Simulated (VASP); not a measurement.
Input of a VASP 6.6.1 run:

INCAR

```
PREC = Accurate
ENCUT = 600
EDIFF = 1E-6
ISMEAR = 0
SIGMA = 0.1
LREAL = False
LASPH = True
NELM = 80
ALGO = Normal
ISIF = 3
LWAVE = False
LCHARG = False
GGA = PE
IBRION = 2
NSW = 90
EDIFFG = -0.04
```

File KPOINTS:

```
Automatic mesh
0
Gamma
  6 6 6
```

Contents of POSCAR:

```
SnH5
1.0
   -2.5027782600      2.5027782600      2.7652458300
    2.5027782600     -2.5027782600      2.7652458300
    2.5027782600      2.5027782600     -2.7652458300
Sn H
1 5
Direct
    0.5000000000      0.5000000000      0.0000000000
    0.7500000000      0.2500000000      0.5000000000
    0.2500000000      0.7500000000      0.5000000000
    0.0000000000      0.0000000000      0.0000000000
    0.7682171900      0.7682171900      0.0000000000
    0.2317828100      0.2317828100      0.0000000000
```

Potentials or basis: VASP PAW PBE potentials, release 64 (Sn_d, H).

Launch:

```bash
$ cat potpaw_PBE.64/Sn_d/POTCAR potpaw_PBE.64/H/POTCAR > POTCAR
$ mpirun -np 1 vasp_std > vasp.out
```

(1) Predict the space group after relaxing (to 0.05 Å).

(2) What does it give for the relaxed cell?

Results:

(1) I4/mmm (No. 139).

(2) a = 4.118 Å, b = 4.118 Å, c = 4.118 Å, α = 121.53°, β = 121.53°, γ = 87.37°.
